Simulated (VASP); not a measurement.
# Ag (Fm-3m) in VASP: further runs

The runs below take Ag through single point, with PBE.

Everything below comes from runs of VASP 6.6.1. Logs are shortened: lines on timing, memory, paths and dates and some standing lists are left out, and cuts for length are marked.

### Step 1. The cell of the first run

It takes space group Fm-3m (No. 225, cubic). The conventional cell has a = 4.148 Å, b = 4.148 Å, c = 4.148 Å, α = 90.00°, β = 90.00°, γ = 90.00°. Ag (site symmetry m-3m) has 12 Ag at 2.93 Å within 3.9 Å.

### Step 2. Single point, PBE

Input file INCAR:

```
ALGO = Normal
EDIFF = 1E-7
ENCUT = 520
GGA = PE
ISIF = 2
ISMEAR = -1
LASPH = True
LCHARG = True
LELF = True
LREAL = False
LVHAR = True
LWAVE = False
NBANDS = 18
NELM = 80
PREC = Accurate
SIGMA = 0.1
```

Input file KPOINTS:

```
k-points
0
Gamma
  12 12 9
```

Input file POSCAR:

```
Ag
1.0
    2.0739900230      2.0739900230      0.0000000000
   -2.0739900230      2.0739900230      0.0000000000
    0.0000000000      0.0000000000      4.1479800459
Ag
2
Direct
    0.0000000000      0.0000000000      0.0000000000
    0.5000000000      0.5000000000      0.5000000000
```

Potentials or basis: VASP PAW PBE potentials, release 64 (Ag).

Command:

```sh
$ cat potpaw_PBE.64/Ag/POTCAR > POTCAR
$ mpirun -np 1 vasp_std > vasp.out
```

OUTCAR:

```text
EDIFF = 1E-7
   ENCUT = 520
   GGA = PE
   ISIF = 2
   ISMEAR = -1
   LASPH = True
   LREAL = False
   NELM = 80
   PREC = Accurate

 ion  position               nearest neighbor table
   1  0.000  0.000  0.000-   2 2.93   2 2.93   2 2.93   2 2.93   2 2.93   2 2.93   2 2.93   2 2.93

   2  0.500  0.500  0.500-   1 2.93   1 2.93   1 2.93   1 2.93   1 2.93   1 2.93   1 2.93   1 2.93

  LATTYP: Found a simple tetragonal cell.
 ALAT       =     2.9330648188
 C/A-ratio  =     1.4142135623

  Lattice vectors:

 A1 = (   2.0739900230,   2.0739900230,   0.0000000000)
 A2 = (  -2.0739900230,   2.0739900230,   0.0000000000)
 A3 = (   0.0000000000,   0.0000000000,   4.1479800459)

Analysis of symmetry for initial positions (statically):
=====================================================================
 Subroutine PRICEL returns following result:

  LATTYP: Found a face centered cubic cell.
 ALAT       =     4.1479800459

  Lattice vectors:

 A1 = (   0.0000000000,  -2.0739900230,  -2.0739900229)
 A2 = (   2.0739900230,   0.0000000000,  -2.0739900229)
 A3 = (   2.0739900230,  -2.0739900230,   0.0000000000)

   2 primitive cells build up your supercell.

 Routine SETGRP: Setting up the symmetry group for a
 simple tetragonal supercell.

 Subroutine GETGRP returns: Found 16 space group operations
 (whereof 16 operations were pure point group operations)
 out of a pool of 16 trial point group operations.

The static configuration has the point symmetry D_4h.

Analysis of symmetry for dynamics (positions and initial velocities):
=====================================================================
 Subroutine PRICEL returns following result:

  LATTYP: Found a face centered cubic cell.
 ALAT       =     4.1479800459

  Lattice vectors:

 A1 = (   0.0000000000,  -2.0739900230,  -2.0739900229)
 A2 = (   2.0739900230,   0.0000000000,  -2.0739900229)
 A3 = (   2.0739900230,  -2.0739900230,   0.0000000000)

   2 primitive cells build up your supercell.

 Routine SETGRP: Setting up the symmetry group for a
 simple tetragonal supercell.

 Subroutine GETGRP returns: Found 16 space group operations
 (whereof 16 operations were pure point group operations)
 out of a pool of 16 trial point group operations.

The dynamic configuration has the point symmetry D_4h.

 Subroutine INISYM returns: Found 16 space group operations
 (whereof 16 operations are pure point group operations),
 and found     2 'primitive' translations

----------------------------------------------------------------------------------------

                                     Primitive cell

  volume of cell :      17.8423

  direct lattice vectors                    reciprocal lattice vectors
     0.000000000 -2.073990023 -2.073990023    -0.241081198 -0.241081198 -0.241081198
     2.073990023  0.000000000 -2.073990023     0.241081198  0.241081198 -0.241081198
     2.073990023 -2.073990023  0.000000000     0.241081198 -0.241081198  0.241081198

  length of vectors
     2.933064819  2.933064819  2.933064819     0.417564884  0.417564884  0.417564884

  position of ions in fractional coordinates (direct lattice)
     0.000000000  0.000000000  0.000000000

  ion indices of the primitive-cell ions
   primitive index   ion index
                 1           1

----------------------------------------------------------------------------------------

 KPOINTS: k-points

Automatic generation of k-mesh.
 Grid dimensions read from file:
 generate k-points for:   12   12    9

 Generating k-lattice:

  Cartesian coordinates                     Fractional coordinates (reciprocal lattice)
     0.020090100  0.020090100  0.000000000     0.083333333  0.000000000  0.000000000
    -0.020090100  0.020090100  0.000000000     0.000000000  0.083333333  0.000000000
     0.000000000  0.000000000  0.026786800     0.000000000  0.000000000  0.111111111

  Length of vectors
     0.028411692  0.028411692  0.026786800

  Shift w.r.t. Gamma in fractional coordinates (k-lattice)
     0.000000000  0.000000000  0.000000000

 Subroutine IBZKPT returns following result:
 ===========================================

 Found    140 irreducible k-points:

 Following reciprocal coordinates:
            Coordinates               Weight
  0.000000  0.000000  0.000000      1.000000
  0.083333  0.000000  0.000000      4.000000
  0.166667  0.000000  0.000000      4.000000
  0.250000  0.000000  0.000000      4.000000
  0.333333  0.000000  0.000000      4.000000
  0.416667  0.000000  0.000000      4.000000
[... 16 lines left out ...]
  0.333333  0.333333  0.000000      4.000000
  0.416667  0.333333  0.000000      8.000000
 [... further k-points ...]
   k-points           NKPTS =    140   k-points in BZ     NKDIM =    140   number of bands    NBANDS=     18
   number of dos      NEDOS =    301   number of ions     NIONS =      2
   total plane-waves  NPLWV =  18432
   dimension x,y,z NGX =    24 NGY =   24 NGZ =   32
   dimension x,y,z NGXF=    48 NGYF=   48 NGZF=   64
   ions per type =               2
   NGX,Y,Z   is equivalent  to a cutoff of  13.60, 13.60, 12.83 a.u.
   NGXF,Y,Z  is equivalent  to a cutoff of  27.21, 27.21, 25.65 a.u.
 SYSTEM =  unknown system
   PREC   = accura    normal or accurate (medium, high low for compatibility)
   ISTART =      0    job   : 0-new  1-cont  2-samecut
   ICHARG =      2    charge: 1-file 2-atom 10-const
   ISPIN  =      1    spin polarized calculation?
   LNONCOLLINEAR =      F non collinear calculations
   LSORBIT =      F    spin-orbit coupling
   LASPH  =      T    aspherical Exc in radial PAW
   ENCUT  =  520.0 eV  38.22 Ry    6.18 a.u.   5.45  5.45  7.71*2*pi/ulx,y,z
   NELM   =     80;   NELMIN=  2; NELMDL= -5     # of ELM steps
   EDIFF  = 0.1E-06   stopping-criterion for ELM
   LREAL  =      F    real-space projection
   EDIFFG = 0.1E-05   stopping-criterion for IOM
   NSW    =      0    number of steps for IOM
   IBRION =     -1    ionic relax: 0-MD 1-quasi-New 2-CG
   NFREE  =      0    steps in history (QN), initial steepest desc. (CG)
   ISIF   =      2    stress and relaxation
   ISYM   =      2    0-nonsym 1-usesym 2-fastsym
   POTIM  = 0.5000    time-step for ionic-motion
   TEBEG  =    0.0;   TEEND  =   0.0 temperature during run
   PSTRESS=    0.0 pullay stress
   NELECT =      22.0000    total number of electrons
   NUPDOWN=      -1.0000    fix difference up-down
   EMIN   =  10.00;   EMAX   =-10.00  energy-range for DOS
   EFERMI =   0.00;   METHOD = LEGACY
   ISMEAR =    -1;   SIGMA  =   0.10  broadening in eV -4-tet -1-fermi 0-gaus
   EFERMI_NEDOS =   21; number of points for ismear=-14 and -15
   IALGO  =     38    algorithm
   IMIX   =      4    mixing-type and parameters
     AMIX     =   0.40;   BMIX     =  1.00
     AMIX_MAG =   1.60;   BMIX_MAG =  1.00
  volume/ion in A,a.u.               =      17.84       120.41
  Fermi-wavevector in a.u.,A,eV,Ry     =   1.393336  2.633022 26.414134  1.941384
  Thomas-Fermi vector in A             =   2.516992
   LORBIT       =      0    0 simple, 1 ext, 2 COOP (PROOUT), +10 PAW based schemes
   GGA     = PE    functional components
   LHFCALC =     F    Hartree Fock is set to
   AEXX    =    0.0000 exact exchange contribution
   IVDW    =     0    specifies the selected vdW correction
   LEPSILON=     F    determine dielectric tensor
   LRPA    =     F    only Hartree local field effects (RPA)
 non-spin polarized calculation
  energy-cutoff  :      520.00
  volume of cell :       35.68
 maximum number of plane-waves:       999
 NGX is ok and might be reduce to    24
   NGX = 11   NGY = 11   NGZ = 15

 number of electron      22.0000013 magnetization

 Free energy of the ion-electron system (eV)
  ---------------------------------------------------
  ext. energy  EPLUGINS =         0.00000000
  ---------------------------------------------------
  free energy    TOTEN  =        -5.44032797 eV

  energy without entropy =       -5.41803551  energy(sigma->0) =       -5.42918174

 E-fermi :   7.8049     XC(G=0): -11.9406

 val. band max:        7.7783772456   @ k =   0.2500   0.2500   0.4444
 cond. band min:       7.8061783060   @ k =   0.2500   0.0833   0.3333
 fundamental gap:      0.0278010604
 Fermi energy:         7.8049369242

 k-point     1 :       0.0000    0.0000    0.0000
  band No.  band energies     occupation
      1       0.3750      2.00000
      2       1.6621      2.00000
      3       1.7867      2.00000
      4       3.1683      2.00000
      5       3.1683      2.00000
      6       3.1693      2.00000
[... 10 lines left out ...]
     17      24.4656      0.00000
     18      24.4848      0.00000

 k-point     2 :       0.0833    0.0000    0.0000
  band No.  band energies     occupation
      1       0.5145      2.00000
      2       1.7283      2.00000
      3       1.8567      2.00000
      4       3.1320      2.00000
      5       3.2016      2.00000
      6       3.2169      2.00000
[... 10 lines left out ...]
     17      24.4311      0.00000
     18      25.6824      0.00000

 k-point     3 :       0.1667    0.0000    0.0000
  band No.  band energies     occupation
      1       0.9136      2.00000
      2       1.8725      2.00000
      3       2.0954      2.00000
      4       3.0367      2.00000
      5       3.2993      2.00000
      6       3.3337      2.00000
[... 10 lines left out ...]
     17      24.0513      0.00000
     18      24.3227      0.00000

 k-point     4 :       0.2500    0.0000    0.0000
  band No.  band energies     occupation
      1       1.5034      2.00000
      2       2.0616      2.00000
      3       2.4601      2.00000
      4       2.9186      2.00000
      5       3.4264      2.00000
      6       3.4542      2.00000
[... 10 lines left out ...]
     17      22.1606      0.00000
     18      24.1998      0.00000

 k-point     5 :       0.3333    0.0000    0.0000
  band No.  band energies     occupation
      1       2.1335      2.00000
      2       2.2857      2.00000
      3       2.8237      2.00000
      4       2.8397      2.00000
      5       3.3991      2.00000
      6       3.4068      2.00000
[... 10 lines left out ...]
     17      21.6392      0.00000
     18      24.1457      0.00000

 k-point     6 :       0.4167    0.0000    0.0000
  band No.  band energies     occupation
      1       2.5119      2.00000
      2       2.5752      2.00000
      3       2.7961      2.00000
      4       3.0695      2.00000
      5       3.1231      2.00000
      6       3.3230      2.00000
[... 10 lines left out ...]
     17      23.2708      0.00000
     18      24.2632      0.00000

 k-point     7 :       0.5000    0.0000    0.0000
  band No.  band energies     occupation
      1       2.6658      2.00000
      2       2.6658      2.00000
      3       2.8707      2.00000
      4       2.8707      2.00000
      5       3.2555      2.00000
      6       3.2555      2.00000
[... 10 lines left out ...]
     17      24.6558      0.00000
     18      24.6558      0.00000

 k-point     8 :       0.0833    0.0833    0.0000
  band No.  band energies     occupation
      1       0.6522      2.00000
      2       1.8029      2.00000
      3       1.9160      2.00000
      4       3.0650      2.00000
      5       3.2660      2.00000
      6       3.2671      2.00000
[... 10 lines left out ...]
     17      25.3892      0.00000
     18      25.9426      0.00000
[... 229 lines left out ...]
     17      22.0618      0.00000
     18      23.0895      0.00000

 k-point    20 :       0.3333    0.2500    0.0000
  band No.  band energies     occupation
      1       2.1707      2.00000
      2       2.2845      2.00000
      3       2.3310      2.00000
      4       2.5937      2.00000
      5       3.2791      2.00000
      6       3.9865      2.00000
[... 10 lines left out ...]
     17      20.6418      0.00000
     18      21.5663      0.00000

 k-point    21 :       0.4167    0.2500    0.0000
  band No.  band energies     occupation
      1       2.1854      2.00000
      2       2.2055      2.00000
      3       2.2661      2.00000
      4       2.3543      2.00000
      5       3.5462      2.00000
      6       3.8869      2.00000
[... 10 lines left out ...]
     17      19.0367      0.00000
     18      19.8761      0.00000

 k-point    22 :       0.5000    0.2500    0.0000
  band No.  band energies     occupation
      1       2.2109      2.00000
      2       2.2109      2.00000
      3       2.2247      2.00000
      4       2.2247      2.00000
      5       3.7392      2.00000
      6       3.7392      2.00000
[... 10 lines left out ...]
     17      18.4133      0.00000
     18      18.4133      0.00000

 k-point    23 :       0.3333    0.3333    0.0000
  band No.  band energies     occupation
      1       2.0256      2.00000
      2       2.1031      2.00000
      3       2.1423      2.00000
      4       2.3000      2.00000
      5       3.7458      2.00000
      6       4.3553      2.00000
[... 10 lines left out ...]
     17      20.0897      0.00000
     18      20.0909      0.00000

 k-point    24 :       0.4167    0.3333    0.0000
  band No.  band energies     occupation
      1       1.9288      2.00000
      2       1.9906      2.00000
      3       1.9983      2.00000
      4       2.0933      2.00000
      5       4.1164      2.00000
      6       4.4826      2.00000
[... 10 lines left out ...]
     17      19.0216      0.00000
     18      19.0461      0.00000

 [... further k-points ...]

------------------------ aborting loop because EDIFF is reached ----------------------------------------

  FORCE on cell =-STRESS in cart. coord.  units (eV):
  Direction    XX          YY          ZZ          XY          YZ          ZX
  --------------------------------------------------------------------------------------
  -------------------------------------------------------------------------------------
  Total        0.0055935      0.0055935     -0.0317278      0.0000000      0.0000000     -0.0000000
  in kB        0.2511374      0.2511374     -1.4245249      0.0000000      0.0000000     -0.0000000
  external PRESSURE =      -0.3074167 kB  Pullay stress =       0.0000000 kB

 VOLUME and BASIS-vectors are now :
 -----------------------------------------------------------------------------
  energy-cutoff  :      520.00
  volume of cell :       35.68
      direct lattice vectors                 reciprocal lattice vectors
     2.073990023  2.073990023  0.000000000     0.241081198  0.241081198  0.000000000
    -2.073990023  2.073990023  0.000000000    -0.241081198  0.241081198  0.000000000
     0.000000000  0.000000000  4.147980046     0.000000000  0.000000000  0.241081198

 POSITION                                       TOTAL-FORCE (eV/Angst)
 -----------------------------------------------------------------------------------
      0.00000      0.00000      0.00000        -0.000000      0.000000     -0.000000
      0.00000      2.07399      2.07399         0.000000     -0.000000      0.000000
 -----------------------------------------------------------------------------------
    total drift:                               -0.000000      0.000000     -0.000000

  FREE ENERGIE OF THE ION-ELECTRON SYSTEM (eV)
  ---------------------------------------------------
  free  energy   TOTEN  =        -5.4403279715 eV

  energy  without entropy=       -5.4180355058  energy(sigma->0) =       -5.42918174
```

Wall time 22 s (1 thread of Intel Xeon 6975P-C (Granite Rapids), shared host); peak memory 0.19 GiB.

What came out:

```
Free energy            : -5.4403 eV
Pressure               : 0.0 GPa
Band gap on the k mesh : zero (bands 11 and 12 overlap by 8.40 eV)
```

### Step 3. Single point, PBE

Input file INCAR:

```
  PREC = Accurate
  ENCUT = 520
  EDIFF = 1E-7
  ISMEAR = 1
  SIGMA = 0.005
  LREAL = False
  LASPH = True
  NELM = 60
  ALGO = Normal
  ISIF = 2
  LWAVE = False
  LCHARG = False
  GGA = PE
  NBANDS = 18
```

Input file KPOINTS:

```
Automatic mesh
0
Gamma
  12 12 9
```

POSCAR is that of step 2.

Potentials or basis: VASP PAW PBE potentials, release 64 (Ag).

Command:

```sh
$ cat potpaw_PBE.64/Ag/POTCAR > POTCAR
$ mpirun -np 1 vasp_std > vasp.out
```

It took 21 s on 1 thread of Intel Xeon 6975P-C (Granite Rapids), shared host; peak memory 0.2 GiB.

Results (log left out):

```yaml
Free_energy: -5.4273 eV
Pressure: 0.0 GPa
Band_gap_on_the_k_mesh: zero (bands 11 and 12 overlap by 8.40 eV)
```

Levels at points of the mesh, in eV from the Fermi level:
```
           k point  band 7  band 8  band 9  band 10  band 11  band 12  band 13  band 14  band 15  band 16
(0.00, 0.00, 0.00)   -3.68   -3.68   -2.98    -2.76    -2.76     1.66     6.41    10.44    10.44    15.93
(0.50, 0.00, 0.00)   -4.03   -4.03   -3.67    -3.67    -0.57    -0.57     9.00     9.00     9.05     9.05
(0.50, 0.50, 0.00)   -2.76   -2.76   -2.75    -2.75     1.66     1.66     6.40     6.40    10.44    10.44
```

The gap in the log of VASP goes by the Fermi energy; the results here count the filled bands.